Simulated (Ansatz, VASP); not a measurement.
# Two plane-wave programs on LiH

```
CELL_PARAMETERS angstrom
0.00000 2.00340 2.00340
2.00340 0.00000 2.00340
2.00340 2.00340 0.00000
ATOMIC_POSITIONS crystal
Li 0.00000 0.00000 0.00000
H 0.50000 0.50000 0.50000
```

Alike in both runs: task single point; functional LDA; k mesh 10 × 10 × 10; occupations gaussian, width 0.02 eV; no spin polarisation.

|  | VASP | Ansatz |
| --- | --- | --- |
| version | VASP 6.6.1 | Ansatz 0.2.0 |
| potentials or method | VASP PAW LDA potentials, release 64 (Li_sv, H), cutoff 520 eV | scalar-relativistic, plane waves, PAW |
| valence electrons in the cell | 4 | 4 |

VASP gave:

| Item | Value |
| --- | --- |
| gap on the k mesh at the Fermi level (eV) | 2.60 |
| least direct gap on the mesh (eV) | 2.60 |

**Question.** What did Ansatz give for the same quantities?

**Answer.** gap on the k mesh at the Fermi level (eV): 2.61; least direct gap on the mesh (eV): 2.61.

LDA's correlation is that of Perdew and Zunger in VASP and of Perdew and Wang (1992) in Ansatz.

Noted on VASP's run: the cutoff is short for stress, so the pressure is rough.
